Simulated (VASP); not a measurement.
**Ir: single point with LDA**

The system is Ir.

```
CELL_PARAMETERS angstrom
0.00000 2.22341 1.51126
2.22341 0.00000 1.51126
2.22341 2.22341 0.00000
ATOMIC_POSITIONS crystal
Ir 0.00000 0.00000 0.00000
```

```yaml
Program: VASP 6.6.1
Task: single point
Functional: LDA
Potentials_or_basis: VASP PAW LDA potentials, release 64 (Ir)
Cutoff: 520 eV
k_mesh: 22 × 22 × 22
Occupations: gaussian, width 0.15 eV
Spin: no spin polarisation
Dipole_correction: no
Further_INCAR_settings: ALGO = Normal; EDIFF = 1e-06; NBANDS = 10
```

```json
{"Pressure": "-12.4 GPa", "Band gap on the k mesh": "zero (an odd number of electrons rules out a gap without spin polarisation)"}
```

Stress tensor (GPa, compression positive):
```
 -5.67   0.00   0.00
  0.00  -5.67   0.00
  0.00   0.00 -25.82
```

Levels at points of the mesh, in eV from the Fermi level:
```
           k point  band 1  band 2  band 3  band 4  band 5  band 6  band 7  band 8
(0.00, 0.00, 0.00)  -10.28   -3.69   -3.32   -3.32   -0.85   -0.17   16.68   16.68
(0.50, 0.00, 0.00)   -7.18   -5.34   -0.56    0.11    0.13    2.18    7.81   12.94
(0.50, 0.50, 0.00)   -6.76   -6.69    1.42    1.42    1.61    7.45    7.45    8.68
(0.50, 0.00, 0.50)   -7.25   -4.91   -1.07   -0.13   -0.12    2.08    7.48   13.37
```

It took 42 s on 1 thread of AMD EPYC 9R45 96-Core Processor (Zen 5), with other jobs on the host, peak memory 0.21 GiB.

Caveat: the stress differs along the axes, from -26 to -6 GPa; spin-orbit coupling is left out, which moves the levels of the heavy elements.
